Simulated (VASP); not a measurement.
# CrC5 (P6/mmm) in VASP: single point with PBE

Aim: the single point of CrC5 with PBE.

All numbers are computed with VASP 6.6.1; they aren't measurements. Logs are shortened: lines on timing, memory, paths and dates and some standing lists are left out, and cuts for length are marked.

## (1) The cell of the first run

Symmetry: P6/mmm, No. 191, hexagonal system. The conventional cell has a = 3.310 Å, b = 3.310 Å, c = 7.465 Å, α = 90.00°, β = 90.00°, γ = 120.00°. Within 2.5 Å of Cr (site symmetry 6/mmm) lie 6 C at 1.91 Å. Within 2.5 Å of C (site symmetry -6m2) lie 3 C at 1.91 Å and 3 Cr at 1.91 Å. Within 2.2 Å of C (site symmetry mmm) lie 4 C at 1.65 Å.

The cell was built from a structure type or drawn by symmetry, and may not be a known phase.

## (2) Single point, PBE, collinear spin, ferromagnetic start

Input file INCAR:

```
SYSTEM = CrC5
ALGO = Normal
EDIFF = 1E-6
ENCUT = 520
GGA = PE
ISIF = 2
ISMEAR = 0
ISPIN = 2
LASPH = .True.
LCHARG = .False.
LMAXMIX = 4
LORBIT = 11
LREAL = .False.
LWAVE = .False.
MAGMOM = -1.37 0 0 0 0 0
NBANDS = 29
NELM = 150
PREC = Accurate
SIGMA = 0.1
```

Input file KPOINTS:

```
k-points
0
Gamma
  12 12 6
  0 0 0
```

Input file POSCAR:

```
CrC5
1.0
    3.3098516635      0.0000000000      0.0000000000
   -1.6549258318      2.8664156233      0.0000000000
    0.0000000000      0.0000000000      7.4647453357
Cr C
1 5
Direct
    0.0000000000      0.0000000000      0.0000000000
    0.3333333333      0.6666666667      0.0000000000
    0.6666666667      0.3333333333      0.0000000000
    0.5000000000      0.0000000000      0.5000000000
    0.5000000000      0.5000000000      0.5000000000
    0.0000000000      0.5000000000      0.5000000000
```

Potentials or basis: VASP PAW PBE potentials, release 64 (Cr_pv, C).

Command:

```sh
cat potpaw_PBE.64/Cr_pv/POTCAR potpaw_PBE.64/C/POTCAR > POTCAR
mpirun -np 1 vasp_std > vasp.out
```

OUTCAR:

```text
SYSTEM = CrC5
   EDIFF = 1E-6
   ENCUT = 520
   GGA = PE
   ISIF = 2
   ISMEAR = 0
   ISPIN = 2
   LASPH = .True.
   LORBIT = 11
   LREAL = .False.
   NELM = 150
   PREC = Accurate

 ion  position               nearest neighbor table
   1  0.000  0.000  0.000-   2 1.91   3 1.91   2 1.91   3 1.91   3 1.91   2 1.91
   2  0.333  0.667  0.000-   3 1.91   3 1.91   1 1.91   1 1.91   1 1.91   3 1.91
   3  0.667  0.333  0.000-   2 1.91   2 1.91   1 1.91   1 1.91   1 1.91   2 1.91
   4  0.500  0.000  0.500-   6 1.65   6 1.65   5 1.65   5 1.65
   5  0.500  0.500  0.500-   4 1.65   4 1.65   6 1.65   6 1.65
   6  0.000  0.500  0.500-   4 1.65   4 1.65   5 1.65   5 1.65

  LATTYP: Found a hexagonal cell.
 ALAT       =     3.3098516635
 C/A-ratio  =     2.2553111422

  Lattice vectors:

 A1 = (   3.3098516635,   0.0000000000,   0.0000000000)
 A2 = (  -1.6549258318,   2.8664156233,   0.0000000000)
 A3 = (   0.0000000000,   0.0000000000,   7.4647453357)

Analysis of symmetry for initial positions (statically):
=====================================================================
 Subroutine PRICEL returns:
 Original cell was already a primitive cell.

 Routine SETGRP: Setting up the symmetry group for a
 hexagonal supercell.

 Subroutine GETGRP returns: Found 24 space group operations
 (whereof 24 operations were pure point group operations)
 out of a pool of 24 trial point group operations.

The static configuration has the point symmetry D_6h.

Analysis of symmetry for dynamics (positions and initial velocities):
=====================================================================
 Subroutine PRICEL returns:
 Original cell was already a primitive cell.

 Routine SETGRP: Setting up the symmetry group for a
 hexagonal supercell.

 Subroutine GETGRP returns: Found 24 space group operations
 (whereof 24 operations were pure point group operations)
 out of a pool of 24 trial point group operations.

The dynamic configuration has the point symmetry D_6h.

Analysis of structural, dynamic, and magnetic symmetry:
=====================================================================
 Subroutine PRICEL returns:
 Original cell was already a primitive cell.

 Routine SETGRP: Setting up the symmetry group for a
 hexagonal supercell.

 Subroutine GETGRP returns: Found 24 space group operations
 (whereof 24 operations were pure point group operations)
[... 142 lines left out ...]
 Gauss-broadening in eV      SIGMA  =   0.10
  energy-cutoff  :      520.00
  volume of cell :       70.82
 maximum number of plane-waves:      1926
 NGX is ok and might be reduce to    28
   NGX = 13   NGY = 13   NGZ = 27

 number of electron      31.9999996 magnetization       0.0001415

 number of electron      31.9999996 magnetization      -0.0000911

 Free energy of the ion-electron system (eV)
  ---------------------------------------------------
  ext. energy  EPLUGINS =         0.00000000
  ---------------------------------------------------
  free energy    TOTEN  =       -39.95273820 eV

  energy without entropy =      -39.93157215  energy(sigma->0) =      -39.94215518

 E-fermi :   4.0539     XC(G=0):  -9.8225

 val. band max:        4.0501737177   @ k =   0.2500   0.2500   0.1667
 cond. band min:       4.0621892123   @ k =   0.2500   0.2500   0.3333
 fundamental gap:      0.0120154945
 Fermi energy:         4.0539200247

 spin component 1

 k-point     1 :       0.0000    0.0000    0.0000
  band No.  band energies     occupation
      1     -38.9947      1.00000
      2     -38.8711      1.00000
      3     -38.8711      1.00000
      4     -14.2641      1.00000
      5     -11.3884      1.00000
      6      -6.6616      1.00000
[... 733 lines left out ...]
     27      11.8688      0.00000
     28      13.5382      0.00000

 [... further k-points ...]

 spin component 2

 k-point     1 :       0.0000    0.0000    0.0000
  band No.  band energies     occupation
      1     -38.9950      1.00000
      2     -38.8713      1.00000
      3     -38.8713      1.00000
      4     -14.2641      1.00000
      5     -11.3884      1.00000
      6      -6.6617      1.00000
[... 733 lines left out ...]
     27      11.8687      0.00000
     28      13.5382      0.00000

 [... further k-points ...]

 [bands above 28 left out]

------------------------ aborting loop because EDIFF is reached ----------------------------------------

  FORCE on cell =-STRESS in cart. coord.  units (eV):
  Direction    XX          YY          ZZ          XY          YZ          ZX
  --------------------------------------------------------------------------------------
  -------------------------------------------------------------------------------------
  Total       -1.3380613     -1.3380613     -0.1640733      0.0000000     -0.0000000      0.0000000
  in kB      -30.2708008    -30.2708008     -3.7118102      0.0000000     -0.0000000      0.0000000
  external PRESSURE =     -21.4178039 kB  Pullay stress =       0.0000000 kB

 VOLUME and BASIS-vectors are now :
 -----------------------------------------------------------------------------
  energy-cutoff  :      520.00
  volume of cell :       70.82
      direct lattice vectors                 reciprocal lattice vectors
     3.309851663  0.000000000  0.000000000     0.302128343  0.174433880  0.000000000
    -1.654925832  2.866415623  0.000000000     0.000000000  0.348867761  0.000000000
     0.000000000  0.000000000  7.464745336     0.000000000  0.000000000  0.133963043

 POSITION                                       TOTAL-FORCE (eV/Angst)
 -----------------------------------------------------------------------------------
      0.00000      0.00000      0.00000         0.000000      0.000000      0.000000
     -0.00000      1.91094      0.00000         0.000000      0.000000     -0.000000
      1.65493      0.95547      0.00000        -0.000000     -0.000000      0.000000
      1.65493      0.00000      3.73237         0.000000      0.000000      0.000000
      0.82746      1.43321      3.73237        -0.000000      0.000000      0.000000
     -0.82746      1.43321      3.73237         0.000000      0.000000      0.000000
 -----------------------------------------------------------------------------------
    total drift:                               -0.000000      0.000000     -0.000000

  FREE ENERGIE OF THE ION-ELECTRON SYSTEM (eV)
  ---------------------------------------------------
  free  energy   TOTEN  =       -39.9527381988 eV

  energy  without entropy=      -39.9315721542  energy(sigma->0) =      -39.94215518

 total charge

# of ion       s       p       d       tot
------------------------------------------
    1        0.363   6.484   4.690  11.536
    2        0.926   1.399   0.000   2.325
    3        0.926   1.399   0.000   2.325
    4        0.876   1.387   0.000   2.263
    5        0.876   1.387   0.000   2.263
    6        0.876   1.387   0.000   2.263
--------------------------------------------------
tot          4.842  13.444   4.690  22.975

 magnetization (x)

# of ion       s       p       d       tot
------------------------------------------
    1       -0.000  -0.000  -0.000  -0.000
    2        0.000   0.000   0.000   0.000
    3        0.000   0.000   0.000   0.000
    4        0.000   0.000   0.000   0.000
    5        0.000   0.000   0.000   0.000
    6        0.000   0.000   0.000   0.000
--------------------------------------------------
tot          0.000   0.000  -0.000  -0.000
```

OSZICAR:

```text
N       E                     dE             d eps       ncg     rms          rms(c)
DAV:   1     0.235285879463E+03    0.23529E+03   -0.15469E+04  8920   0.104E+03
DAV:   2    -0.282237612731E+02   -0.26351E+03   -0.24379E+03  9820   0.293E+02
[... 22 lines left out ...]
DAV:  25    -0.399526934268E+02    0.49212E-04   -0.20321E-04  9380   0.130E-01    0.341E-02
DAV:  26    -0.399527387470E+02   -0.45320E-04   -0.11822E-04  8906   0.670E-02    0.181E-02
DAV:  27    -0.399527379722E+02    0.77478E-06   -0.10149E-05  9087   0.250E-02    0.996E-03
DAV:  28    -0.399527363210E+02    0.16512E-05   -0.26359E-06  8695   0.132E-02    0.371E-03
DAV:  29    -0.399527380524E+02   -0.17313E-05   -0.15085E-06  7729   0.845E-03    0.290E-03
DAV:  30    -0.399527381988E+02   -0.14638E-06   -0.31412E-07  6995   0.411E-03
   1 F= -.39952738E+02 E0= -.39942155E+02  d E =-.211660E-01  mag=    -0.0001
```

stdout:

```text
POSCAR found type information on POSCAR CrC
 POSCAR found :  2 types and       6 ions
 scaLAPACK will be used
 LDA part: xc-table for (Slater+PW92), standard interpolation
 POSCAR, INCAR and KPOINTS ok, starting setup
 FFT: planning ... GRIDC
 FFT: planning ... GRID_SOFT
 FFT: planning ... GRID
 WAVECAR not read
 entering main loop
```

Run time: 9.1 min. Hardware: 1 thread of AMD EPYC 7R13 (Zen 3), shared host; peak memory 0.36 GiB.

Results:

| Quantity | Value |
| --- | --- |
| Free energy | -39.9527 eV |
| Pressure | -2.1 GPa |
| Band gap on the k mesh | zero (filled and empty bands overlap) |
| Net moment | 0.00 μB per cell |
| Valence electrons inside the program's atomic spheres | Cr 11.54; C 2.33, 2.26 (each value once) |
